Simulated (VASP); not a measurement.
# WC (P-6m2) in VASP: vibrations by perturbation theory with LDA

Aim: the vibrations by perturbation theory of WC with LDA.

Everything below comes from runs of VASP 6.6.1. Logs are shortened: lines on timing, memory, paths and dates and some standing lists are left out, and cuts for length are marked.

## 1. The cell of the first run

The structure is hexagonal, space group P-6m2 (No. 187). The conventional cell has a = 2.907 Å, b = 2.907 Å, c = 2.837 Å, α = 90.00°, β = 90.00°, γ = 120.00°. W (site symmetry -6m2) has 6 C at 2.20 Å and 8 W at 2.84 to 2.91 Å within 3.0 Å. Within 3.0 Å of C (site symmetry -6m2) lie 6 W at 2.20 Å and 8 C at 2.84 to 2.91 Å.

## 2. Vibrations by perturbation theory, LDA

Contents of INCAR:

```
PREC = Accurate
ENCUT = 520
EDIFF = 1E-8
ISMEAR = -1
SIGMA = 0.1
LREAL = False
LASPH = True
NELM = 100
ALGO = Normal
ISIF = 2
LWAVE = False
LCHARG = True
IBRION = 8
NSW = 1
```

Contents of KPOINTS:

```
regular mesh
0
Gamma
  12 12 12
```

Contents of POSCAR:

```
WC
1.0
    2.9065000000      0.0000000000      0.0000000000
   -1.4532500000      2.5171030000      0.0000000000
    0.0000000000      0.0000000000      2.8366000000
W C
1 1
Direct
    0.0000000000      0.0000000000      0.0000000000
    0.6666666667      0.3333333333      0.5000000000
```

Potentials or basis: VASP PAW LDA potentials, release 64 (W_sv, C).

The run is started by

```console
cat potpaw_LDA.64/W_sv/POTCAR potpaw_LDA.64/C/POTCAR > POTCAR
mpirun -np 1 vasp_std > vasp.out
```

OUTCAR:

```text
PREC = Accurate
   ENCUT = 520
   EDIFF = 1E-8
   ISMEAR = -1
   LREAL = False
   LASPH = True
   NELM = 100
   ISIF = 2
   IBRION = 8
   NSW = 1

 ion  position               nearest neighbor table
   1  0.000  0.000  0.000-   2 2.20   2 2.20   2 2.20   2 2.20   2 2.20   2 2.20
   2  0.667  0.333  0.500-   1 2.20   1 2.20   1 2.20   1 2.20   1 2.20   1 2.20

  LATTYP: Found a hexagonal cell.
 ALAT       =     2.9065000000
 C/A-ratio  =     0.9759504559

  Lattice vectors:

 A1 = (   2.9065000000,   0.0000000000,   0.0000000000)
 A2 = (  -1.4532500000,   2.5171030000,   0.0000000000)
 A3 = (   0.0000000000,   0.0000000000,   2.8366000000)

Analysis of symmetry for initial positions (statically):
=====================================================================
 Subroutine PRICEL returns:
 Original cell was already a primitive cell.

 Routine SETGRP: Setting up the symmetry group for a
 hexagonal supercell.

 Subroutine GETGRP returns: Found 12 space group operations
 (whereof 12 operations were pure point group operations)
 out of a pool of 24 trial point group operations.

The static configuration has the point symmetry D_3h.

Analysis of symmetry for dynamics (positions and initial velocities):
=====================================================================
 Subroutine PRICEL returns:
 Original cell was already a primitive cell.

 Routine SETGRP: Setting up the symmetry group for a
 hexagonal supercell.

 Subroutine GETGRP returns: Found 12 space group operations
 (whereof 12 operations were pure point group operations)
 out of a pool of 24 trial point group operations.

The dynamic configuration has the point symmetry D_3h.

 Subroutine INISYM returns: Found 12 space group operations
 (whereof 12 operations are pure point group operations),
 and found     1 'primitive' translations

----------------------------------------------------------------------------------------

                                     Primitive cell

  volume of cell :      20.7525

  direct lattice vectors                    reciprocal lattice vectors
     2.906500000  0.000000000  0.000000000     0.344056425  0.198641057  0.000000000
    -1.453250000  2.517103000  0.000000000     0.000000000  0.397282114  0.000000000
     0.000000000  0.000000000  2.836600000     0.000000000  0.000000000  0.352534725

  length of vectors
     2.906500000  2.906500142  2.836600000     0.397282133  0.397282114  0.352534725

  position of ions in fractional coordinates (direct lattice)
     0.000000000  0.000000000  0.000000000
     0.666666667  0.333333333  0.500000000

  ion indices of the primitive-cell ions
   primitive index   ion index
                 1           1
                 2           2

----------------------------------------------------------------------------------------

 KPOINTS: regular mesh

Automatic generation of k-mesh.
 Grid dimensions read from file:
 generate k-points for:   12   12   12

 Generating k-lattice:

  Cartesian coordinates                     Fractional coordinates (reciprocal lattice)
     0.028671369  0.016553421  0.000000000     0.083333333  0.000000000  0.000000000
     0.000000000  0.033106843  0.000000000     0.000000000  0.083333333  0.000000000
     0.000000000  0.000000000  0.029377894     0.000000000  0.000000000  0.083333333

  Length of vectors
     0.033106844  0.033106843  0.029377894

  Shift w.r.t. Gamma in fractional coordinates (k-lattice)
     0.000000000  0.000000000  0.000000000

 Subroutine IBZKPT returns following result:
 ===========================================

 Found    133 irreducible k-points:

 Following reciprocal coordinates:
            Coordinates               Weight
  0.000000  0.000000  0.000000      1.000000
  0.083333  0.000000  0.000000      6.000000
  0.166667  0.000000  0.000000      6.000000
  0.250000  0.000000  0.000000      6.000000
  0.333333  0.000000  0.000000      6.000000
  0.416667  0.000000  0.000000      6.000000
[... 16 lines left out ...]
  0.250000  0.000000  0.083333     12.000000
  0.333333  0.000000  0.083333     12.000000
 [... further k-points ...]
   k-points           NKPTS =    133   k-points in BZ     NKDIM =    133   number of bands    NBANDS=     13
   number of dos      NEDOS =    301   number of ions     NIONS =      2
   total plane-waves  NPLWV =  13824
   dimension x,y,z NGX =    24 NGY =   24 NGZ =   24
   dimension x,y,z NGXF=    48 NGYF=   48 NGZF=   48
   ions per type =               1   1
   NGX,Y,Z   is equivalent  to a cutoff of  13.73, 13.73, 14.07 a.u.
   NGXF,Y,Z  is equivalent  to a cutoff of  27.46, 27.46, 28.13 a.u.
 SYSTEM =  unknown system
   PREC   = accura    normal or accurate (medium, high low for compatibility)
   ISTART =      0    job   : 0-new  1-cont  2-samecut
   ICHARG =      2    charge: 1-file 2-atom 10-const
   ISPIN  =      1    spin polarized calculation?
   LNONCOLLINEAR =      F non collinear calculations
   LSORBIT =      F    spin-orbit coupling
   LASPH  =      T    aspherical Exc in radial PAW
   ENCUT  =  520.0 eV  38.22 Ry    6.18 a.u.   5.40  5.40  5.27*2*pi/ulx,y,z
   NELM   =    100;   NELMIN=  2; NELMDL= -5     # of ELM steps
   EDIFF  = 0.1E-07   stopping-criterion for ELM
   LREAL  =      F    real-space projection
   EDIFFG = 0.1E-06   stopping-criterion for IOM
   NSW    =      1    number of steps for IOM
   IBRION =      8    ionic relax: 0-MD 1-quasi-New 2-CG
   NFREE  =      0    steps in history (QN), initial steepest desc. (CG)
   ISIF   =      2    stress and relaxation
   ISYM   =      2    0-nonsym 1-usesym 2-fastsym
   POTIM  = 0.5000    time-step for ionic-motion
   TEBEG  =    0.0;   TEEND  =   0.0 temperature during run
   PSTRESS=    0.0 pullay stress
   NELECT =      18.0000    total number of electrons
   NUPDOWN=      -1.0000    fix difference up-down
   EMIN   =  10.00;   EMAX   =-10.00  energy-range for DOS
   EFERMI =   0.00;   METHOD = LEGACY
   ISMEAR =    -1;   SIGMA  =   0.10  broadening in eV -4-tet -1-fermi 0-gaus
   EFERMI_NEDOS =   21; number of points for ismear=-14 and -15
   IALGO  =     38    algorithm
   IMIX   =      4    mixing-type and parameters
     AMIX     =   0.40;   BMIX     =  1.00
     AMIX_MAG =   1.60;   BMIX_MAG =  1.00
  volume/ion in A,a.u.               =      10.38        70.02
  Fermi-wavevector in a.u.,A,eV,Ry     =   1.561262  2.950358 33.164743  2.437540
  Thomas-Fermi vector in A             =   2.664353
   LORBIT       =      0    0 simple, 1 ext, 2 COOP (PROOUT), +10 PAW based schemes
   GGA     = CA    functional components
   LHFCALC =     F    Hartree Fock is set to
   AEXX    =    0.0000 exact exchange contribution
   IVDW    =     0    specifies the selected vdW correction
   LEPSILON=     F    determine dielectric tensor
   LRPA    =     F    only Hartree local field effects (RPA)
 non-spin polarized calculation
  energy-cutoff  :      520.00
  volume of cell :       20.75
 maximum number of plane-waves:       580
 NGX is ok and might be reduce to    24
   NGX = 11   NGY = 11   NGZ = 11

--------------------------------------- Ionic step        1  -------------------------------------------

 number of electron      18.0000000 magnetization

 Free energy of the ion-electron system (eV)
  ---------------------------------------------------
  ext. energy  EPLUGINS =         0.00000000
  ---------------------------------------------------
  free energy    TOTEN  =       -24.69746048 eV

  energy without entropy =      -24.68797826  energy(sigma->0) =      -24.69271937

 E-fermi :  10.9921     XC(G=0): -13.9786

 val. band max:       10.9174893037   @ k =   0.0833   0.0000   0.3333
 cond. band min:      11.0595000218   @ k =   0.0833   0.0833   0.4167
 fundamental gap:      0.1420107180
 Fermi energy:        10.9921396874

 k-point     1 :       0.0000    0.0000    0.0000
  band No.  band energies     occupation
      1     -62.5541      2.00000
      2     -26.7988      2.00000
      3     -26.6920      2.00000
      4     -26.6920      2.00000
      5      -3.2928      2.00000
      6       6.6626      2.00000
      7       7.6480      2.00000
      8       7.6480      2.00000
      9      11.1027      0.49736
     10      14.1653      0.00000
     11      14.1653      0.00000
     12      16.5856      0.00000
     13      16.5856      0.00000
[... 354 lines left out ...]
  band No.  band energies     occupation
      1     -62.5061      2.00000
      2     -27.3150      2.00000
      3     -26.8334      2.00000
      4     -26.7634      2.00000
      5      -0.8744      2.00000
      6       4.7714      2.00000
      7       7.3984      2.00000
      8       8.3838      2.00000
      9       9.5338      2.00000
     10      13.3010      0.00000
     11      14.7739      0.00000
     12      16.0808      0.00000
     13      17.2090      0.00000

 [... further k-points ...]

------------------------ aborting loop because EDIFF is reached ----------------------------------------

  FORCE on cell =-STRESS in cart. coord.  units (eV):
  Direction    XX          YY          ZZ          XY          YZ          ZX
  --------------------------------------------------------------------------------------
  -------------------------------------------------------------------------------------
  Total       -0.8657216     -0.8657217     -1.1052496      0.0000000      0.0000000      0.0000000
  in kB      -66.8373804    -66.8373892    -85.3299618      0.0000000      0.0000000      0.0000000
  external PRESSURE =     -73.0015771 kB  Pullay stress =       0.0000000 kB

 VOLUME and BASIS-vectors are now :
 -----------------------------------------------------------------------------
  energy-cutoff  :      520.00
  volume of cell :       20.75
      direct lattice vectors                 reciprocal lattice vectors
     2.906500000  0.000000000  0.000000000     0.344056425  0.198641057  0.000000000
    -1.453250000  2.517103000  0.000000000     0.000000000  0.397282114  0.000000000
     0.000000000  0.000000000  2.836600000     0.000000000  0.000000000  0.352534725

 POSITION                                       TOTAL-FORCE (eV/Angst)
 -----------------------------------------------------------------------------------
      0.00000      0.00000      0.00000         0.000000     -0.000000      0.000000
      1.45325      0.83903      1.41830        -0.000000      0.000000      0.000000
 -----------------------------------------------------------------------------------
    total drift:                                0.000000      0.000001      0.000000

  FREE ENERGIE OF THE ION-ELECTRON SYSTEM (eV)
  ---------------------------------------------------
  free  energy   TOTEN  =       -24.6974604762 eV

  energy  without entropy=      -24.6879782583  energy(sigma->0) =      -24.69271937

[... ionic steps 2 to 3 ...]

--------------------------------------- Ionic step        4  -------------------------------------------

------------------------ aborting loop because EDIFF is reached ----------------------------------------
[... 11 lines left out ...]
[... ionic steps 8 to 8 ...]

--------------------------------------- Ionic step        9  -------------------------------------------

 Free energy of the ion-electron system (eV)
  ---------------------------------------------------
  ---------------------------------------------------
  free energy    TOTEN  =        -0.12081587 eV

  energy without entropy =       -0.12081587

------------------------ aborting loop because EDIFF is reached ----------------------------------------

 INTERNAL STRAIN TENSOR  FOR ION    2  DIRECTION 3   (eV/Angst):
 -----------------------------------------------------------------------------
     0.01172  0.00000  0.00000
     0.00000  0.01172  0.00000
     0.00000 -0.00000 -0.01711

 INTERNAL STRAIN TENSOR FOR ION    2 for displacements in x,y,z  (eV/Angst):
          X           Y           Z          XY          YZ          ZX
  --------------------------------------------------------------------------------
  x     0.00000     0.00000     0.00000    -4.87320     0.00000     0.00000
  y    -4.87320     4.87320     0.00000     0.00000     0.00000     0.00000
  z     0.00000     0.00000     0.00000     0.00000     0.00000     0.00000

 SECOND DERIVATIVES (NOT SYMMETRIZED)
 ------------------------------------
               1X          1Y          1Z          2X          2Y          2Z
  1X   -15.510063   -0.000000    0.000000   15.510063    0.000000    0.000000
  1Y     0.000000  -15.510065    0.000000    0.000000   15.510065    0.000000
  1Z     0.000000    0.000000  -13.624508    0.000000    0.000000   13.624508
  2X    15.507663   -0.000000    0.000000  -15.507663    0.000000    0.000000
  2Y     0.000000   15.507665    0.000000   -0.000000  -15.507665    0.000000
  2Z    -0.000000    0.000000   13.619299    0.000000    0.000000  -13.619299

 Eigenvectors and eigenvalues of the dynamical matrix
 ----------------------------------------------------

   1 f  =   18.334901 THz   115.201583 2PiTHz  611.586481 cm-1    75.827025 meV
             X         Y         Z           dx          dy          dz
      0.000000  0.000000  0.000000     0.000000    0.247655    0.000000
      1.453250  0.839034  1.418300    -0.000000   -0.968848    0.000000
[... 21 lines left out ...]
   6 f/i=    0.000788 THz     0.004953 2PiTHz    0.026293 cm-1     0.003260 meV
             X         Y         Z           dx          dy          dz
      0.000000  0.000000  0.000000     0.000000   -0.000000    0.968842
      1.453250  0.839034  1.418300     0.000000   -0.000000    0.247681

--------------------------------------------------------------------------------------------------------

 ELASTIC MODULI CONTR FROM IONIC RELAXATION (kBar)
 Direction    XX          YY          ZZ          XY          YZ          ZX
 --------------------------------------------------------------------------------
 XX         -92.6385     92.6385      0.0000      0.0000      0.0000      0.0000
 YY          92.6385    -92.6385      0.0000     -0.0000      0.0000      0.0000
 ZZ           0.0000      0.0000      0.0000      0.0000      0.0000      0.0000
 XY           0.0000     -0.0000      0.0000    -92.6385      0.0000      0.0000
 YZ           0.0000      0.0000      0.0000      0.0000      0.0000      0.0000
 ZX           0.0000      0.0000      0.0000      0.0000      0.0000      0.0000
 --------------------------------------------------------------------------------
```

It took 6.5 min on 1 thread of Intel Xeon Platinum 8259CL at 2.50GHz (Skylake/Cascade Lake), shared host; peak memory 0.42 GiB.

What came out:

* Highest phonon frequency at Γ: 612 cm⁻¹

Phonon frequencies in cm⁻¹ (negative: imaginary):
```
              q point        frequencies
(0.000, 0.000, 0.000)  0 0 0 573 612 612
```

Caveat: the cell stands under pressure or tension, which shifts response properties; spin-orbit coupling is left out, which moves the levels of the heavy elements.
